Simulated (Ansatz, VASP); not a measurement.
ScAs2: VASP beside Ansatz

The input INCAR:

```
SYSTEM = ScAs2
ALGO = Normal
EDIFF = 1E-6
ENCUT = 520
GGA = PE
ISIF = 2
ISMEAR = 0
LASPH = .True.
LCHARG = .False.
LREAL = .False.
LWAVE = .False.
NBANDS = 30
NELM = 60
PREC = Accurate
SIGMA = 0.1
```

The input KPOINTS:

```
k-points
0
Gamma
  4 4 4
  0 0 0
```

Contents of POSCAR:

```
ScAs2
1.0
    5.8274830200      0.0000000000      0.0000000000
    0.0000000000      5.8274830200      0.0000000000
    0.0000000000      0.0000000000      3.7529287800
Sc As
2 4
Direct
    0.0000000000      0.0000000000      0.0000000000
    0.5000000000      0.5000000000      0.5000000000
    0.3049600100      0.3049600100      0.0000000000
    0.1950399900      0.8049600100      0.5000000000
    0.6950399900      0.6950399900      0.0000000000
    0.8049600100      0.1950399900      0.5000000000
```

Input for Ansatz:

```yaml
crystal:
  lattice:
    - [5.82748302, 0.0, 0.0]
    - [0.0, 5.82748302, 0.0]
    - [0.0, 0.0, 3.75292878]
  atoms:
    - { symbol: Sc, position: [0.0, 0.0, 0.0] }
    - { symbol: Sc, position: [0.5, 0.5, 0.5] }
    - { symbol: As, position: [0.30496001, 0.30496001, 0.0] }
    - { symbol: As, position: [0.19503999, 0.80496001, 0.5] }
    - { symbol: As, position: [0.69503999, 0.69503999, 0.0] }
    - { symbol: As, position: [0.80496001, 0.19503999, 0.5] }
basis:
  ecutwfc: 420
kpoints:
  mp_grid: { grid: [4, 4, 4] }
hamiltonian:
  xc: pbe
scf:
  occupations: { method: gaussian, width: 0.1 }
  lower_state_search: "off"
output:
  forces: true
  stress: true
  eigenvalues: true
```

Change from the starting cell: species swapped into the TiO2 type (P4_2/mnm, No. 136).

Alike in both runs: task single point; functional PBE; k mesh 4 × 4 × 4; occupations gaussian, width 0.1 eV; no spin polarisation.

|  | VASP | Ansatz |
| --- | --- | --- |
| version | VASP 6.6.1 | Ansatz 0.2.0 |
| potentials or method | VASP PAW PBE potentials, release 64 (Sc_sv, As), cutoff 520 eV | scalar-relativistic, plane waves, PAW |
| valence electrons in the cell | 42 | 82 |

```tsv
	VASP	Ansatz	Ansatz less VASP
gap on the k mesh at the Fermi level (eV)	none	none	-
pressure (GPa)	18.1	17.9	-0.26
traceless stress, the component that is largest in VASP (GPa)	3.26	3.22	-0.033
rms of the force components (eV/Å)	0.726	0.721	-0.0047
```

Atom by atom the forces differ by 0.005 eV/Å (rms over components). A gap of «none» marks a metal or a gap that the smearing closes. VASP's potentials hold 42 valence electrons a cell and Ansatz's 82, so a difference there can come from the potentials and not from the codes.

The k mesh is coarse, so the values compare programs but aren't converged.
